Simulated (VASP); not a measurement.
Here is a VASP 6.6.1 calculation.

Contents of INCAR:

```
PREC = Accurate
ENCUT = 520
EDIFF = 1E-6
ISMEAR = -1
SIGMA = 0.05
LREAL = False
LASPH = True
NELM = 80
ALGO = Normal
ISIF = 2
LWAVE = False
LCHARG = True
GGA = PE
LELF = True
LVHAR = True
NBANDS = 14
```

KPOINTS

```
regular mesh
0
Gamma
  10 10 10
```

POSCAR

```
HfC
1.0
    0.0000000000      2.3100612196      2.3100612196
    2.3100612196      0.0000000000      2.3100612196
    2.3100612196      2.3100612196      0.0000000000
Hf C
1 1
Direct
    0.5000000000      0.5000000000      0.5000000000
    0.0000000000      0.0000000000      0.0000000000
```

Potentials or basis: VASP PAW PBE potentials, release 64 (Hf_pv, C).

Command:

```console
$ cat potpaw_PBE.64/Hf_pv/POTCAR potpaw_PBE.64/C/POTCAR > POTCAR
$ mpirun -np 1 vasp_std > vasp.out
```

(1) Estimate the pressure.

(2) Predict the band gap on the k mesh.

Answers

(1) 4.4 GPa.

(2) zero (band 7 reaches 7.11 eV, above the bottom of band 8 at 5.70 eV).

Caveat: spin-orbit coupling is left out, which moves the levels of the heavy elements.
